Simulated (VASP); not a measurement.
Te2Mo: single point with LDA

Te2Mo, a slab with vacuum:

```
Te Mo
1.0
     3.60724    0.00000    0.00000
    -1.80362    3.12397    0.00000
     0.00000    0.00000   25.13776
Te Mo
4 2
Direct
  0.33333 0.66667 0.22364
  0.66667 0.33333 0.92063
  0.66667 0.33333 0.77636
  0.33333 0.66667 0.07937
  0.66667 0.33333 0.15154
  0.33333 0.66667 0.84846
```

```
Program             : VASP 6.6.1
Task                : single point
Functional          : LDA
Potentials or basis : VASP PAW LDA potentials, release 64 (Te, Mo_sv)
Cutoff              : 520 eV
k mesh              : 9 × 9 × 2
Occupations         : fermi-dirac, width 0.05 eV
Spin                : no spin polarisation
```

The largest force is 0.869 eV/Å and the band gap on the k mesh is 0.96 eV.

Forces on the atoms (eV/Å):
```
Te   0.000  0.000 -0.869
Te   0.000  0.000 -0.763
Te   0.000  0.000  0.869
Te   0.000  0.000  0.763
Mo   0.000  0.000 -0.007
Mo   0.000  0.000  0.007
```

Levels at points of the mesh, in eV from the valence-band top:
```tsv
k point	band 22	band 23	band 24	band 25	band 26	band 27	band 28	band 29	band 30	band 31
(0.00, 0.00, 0.00)	-0.90	-0.90	-0.90	-0.47	-0.11	2.85	2.85	2.87	2.87	3.09
(0.00, 0.00, 0.50)	-0.90	-0.90	-0.90	-0.47	-0.11	2.85	2.85	2.87	2.87	3.09
```

Run time: 5.5 min on 1 thread of Intel(R) Xeon(R) 6975P-C (Granite Rapids), with other jobs on the host, peak memory 0.42 GiB.

Caveat: there is no dipole correction, which matters where the two faces differ; spin-orbit coupling is left out, which moves the levels of the heavy elements.
